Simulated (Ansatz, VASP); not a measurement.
# One calculation of SnSe, two programs

Contents of INCAR:

```
SYSTEM = SnSe
PREC = Accurate
ENCUT = 520
EDIFF = 1E-6
ISMEAR = -1
SIGMA = 0.02
LREAL = .False.
LASPH = .True.
NELM = 80
ALGO = Normal
ISIF = 2
LWAVE = .False.
LCHARG = .False.
GGA = CA
NBANDS = 17
```

The input KPOINTS:

```
Automatic mesh
0
Gamma
  9 9 9
  0 0 0
```

File POSCAR:

```
SnSe
1.0
    0.0000000000      3.0100000000      3.0401000000
    3.0100000000      0.0000000000      3.0401000000
    3.0100000000      3.0100000000      0.0000000000
Sn Se
1 1
Direct
    0.0000000000      0.0000000000      0.0000000000
    0.5000000000      0.5000000000      0.5000000000
```

Input for Ansatz:

```yaml
crystal:
  lattice:
    - [0.0, 3.01, 3.0401]
    - [3.01, 0.0, 3.0401]
    - [3.01, 3.01, 0.0]
  atoms:
    - { symbol: Sn, position: [0.0, 0.0, 0.0] }
    - { symbol: Se, position: [0.5, 0.5, 0.5] }
kpoints:
  mp_grid: { grid: [9, 9, 9] }
  band_path:
    path:
      - [0.0, 0.0, 0.0]
      - [0.0, 0.5, 0.5]
      - [0.25, 0.75, 0.5]
      - [0.0, 0.5, 0.0]
      - [0.0, 0.0, 0.0]
      - [0.5, 0.5, 0.0]
      - [0.3725370062, 0.6274629938, 0.0]
      - [-0.3725370062, 0.3725370062, 0.0]
      - [0.0, 0.0, 0.0]
    npoints: 5
scf:
  occupations: { method: fermi_dirac, width: 0.02 }
hamiltonian:
  xc: lda
  pseudopotentials: { kind: all_electron, lapw: { basis_error: 0.00025 } }
output:
  forces: true
  stress: true
  eigenvalues: true
```

Change from the starting cell: zz strain of +1 %.

Alike in both runs: task single point; functional LDA; k mesh 9 × 9 × 9; occupations fermi-dirac, width 0.02 eV; no spin polarisation.

|  | VASP | Ansatz |
| --- | --- | --- |
| version | VASP 6.6.1 | Ansatz 0.2.0 |
| potentials or method | VASP PAW LDA potentials, release 64 (Sn_d, Se), cutoff 520 eV | all-electron LAPW, scalar-relativistic |

```tsv
	VASP	Ansatz	Ansatz less VASP
pressure (GPa)	-3.6	-3.7	-0.08
traceless stress, the component that is largest in VASP (GPa)	-0.69	-0.68	+0.007
```

LDA's correlation is that of Perdew and Zunger in VASP and of Perdew and Wang (1992) in Ansatz. Ansatz ran all-electron here, and VASP with PAW potentials.
